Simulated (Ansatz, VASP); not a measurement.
# Two plane-wave programs on B6As

```
B As
1.0
     3.03876    1.75443    3.91631
    -3.03876    1.75443    3.91631
     0.00000   -3.50886    3.91631
B As
12 2
Cartesian
  0.0000 -1.0834 1.3925
  -0.9383 0.5417 1.3925
  1.6694 -0.9638 7.5047
  0.0000 1.9277 7.5047
  -1.6694 -0.9638 7.5047
  1.6694 0.9638 4.2443
  -1.6694 0.9638 4.2443
  0.0000 -1.9277 4.2443
  0.9383 -0.5417 10.3565
  0.0000 1.0834 10.3565
  -0.9383 -0.5417 10.3565
  0.9383 0.5417 1.3925
  0.0000 0.0000 7.0595
  0.0000 0.0000 4.6894
```

Alike in both runs: task relaxation of cell and atoms; functional LDA; k mesh 6 × 6 × 6; no spin polarisation.

|  | VASP | Ansatz |
| --- | --- | --- |
| version | VASP 6.6.1 | Ansatz 0.2.0 |
| potentials or method | VASP PAW LDA potentials, release 64 (B, As), cutoff 600 eV | scalar-relativistic, plane waves, PAW |
| occupations | gaussian, width 0.01 eV | fixed |
| valence electrons in the cell | 46 | 66 |

|  | VASP | Ansatz | Ansatz less VASP |
| --- | --- | --- | --- |
| gap on the k mesh at the Fermi level, each at its own relaxed structure (eV) | 2.67 | 2.66 | -0.003 |
| relaxed volume (Å³/atom) | 8.98 | 8.95 | -0.028 |
| relaxed length of the cell vector where the two differ most in proportion (Å) | 5.263 | 5.258 | -0.0044 |

LDA's correlation is that of Perdew and Zunger in VASP and of Perdew and Wang (1992) in Ansatz. VASP's potentials hold 46 valence electrons a cell and Ansatz's 66, so a difference there can come from the potentials and not from the codes.
